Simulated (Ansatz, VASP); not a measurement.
Two plane-wave programs on MgO

The input INCAR:

```
ALGO = Normal
EDIFF = 1E-6
ENCUT = 520
GGA = PE
ISIF = 2
ISMEAR = 0
LASPH = True
LCHARG = False
LREAL = False
LWAVE = False
NBANDS = 16
NELM = 100
PREC = Accurate
SIGMA = 0.05
```

KPOINTS

```
k-points
0
Gamma
  9 9 6
```

File POSCAR:

```
MgO
1.0
    3.3428022696      0.0000000000      0.0000000000
   -1.6714011348      2.8949516853      0.0000000000
    0.0000000000      0.0000000000      5.1640562667
Mg O
2 2
Direct
    0.3363138326      0.6726276651      0.0063188067
    0.6696471659      0.3392943318      0.5063188067
    0.3288054857      0.6576109715      0.3982811933
    0.6621388191      0.3242776382      0.8982811933
```

Input for Ansatz:

```yaml
crystal:
  lattice:
    - [3.3428022696, 0.0, 0.0]
    - [-1.6714011348, 2.8949516853, 0.0]
    - [0.0, 0.0, 5.1640562667]
  atoms:
    - { symbol: Mg, position: [0.3363138326, 0.6726276651, 0.0063188067] }
    - { symbol: Mg, position: [0.6696471659, 0.3392943318, 0.5063188067] }
    - { symbol: O, position: [0.3288054857, 0.6576109715, 0.3982811933] }
    - { symbol: O, position: [0.6621388191, 0.3242776382, 0.8982811933] }
basis:
  ecutwfc: 520.0
kpoints:
  mp_grid: { grid: [9, 9, 6] }
hamiltonian:
  xc: pbe
  pseudopotentials: { kind: paw, azcp: { folder: soft_1 } }
scf:
  occupations: { method: gaussian, width: 0.05 }
output:
  forces: true
  stress: true
  eigenvalues: true
```

Change from the starting cell: mode 11 frozen in at -0.026 Å, equal normal strain along x, y and z +0.0083.

Alike in both runs: task single point; functional PBE; k mesh 9 × 9 × 6; occupations gaussian, width 0.05 eV; no spin polarisation.

|  | VASP | Ansatz |
| --- | --- | --- |
| version | VASP 6.6.1 | Ansatz 0.2.0 |
| potentials or method | VASP PAW PBE potentials, release 64 (Mg, O), cutoff 520 eV | scalar-relativistic, plane waves, PAW |
| valence electrons in the cell | 16 | 32 |

Ansatz gave:

* gap on the k mesh at the Fermi level (eV): 3.28
* least direct gap on the mesh (eV): 3.28
* pressure (GPa): -2.6
* traceless stress, the component that is largest in VASP (GPa): -0.87
* rms of the force components (eV/Å): 0.207

Q: Which values does VASP return?

A: gap on the k mesh at the Fermi level (eV): 3.25; least direct gap on the mesh (eV): 3.25; pressure (GPa): -3.0; traceless stress, the component that is largest in VASP (GPa): -0.88; rms of the force components (eV/Å): 0.209.

Atom by atom the forces differ by 0.002 eV/Å (rms over components). VASP's potentials hold 16 valence electrons a cell and Ansatz's 32, so a difference there can come from the potentials and not from the codes.
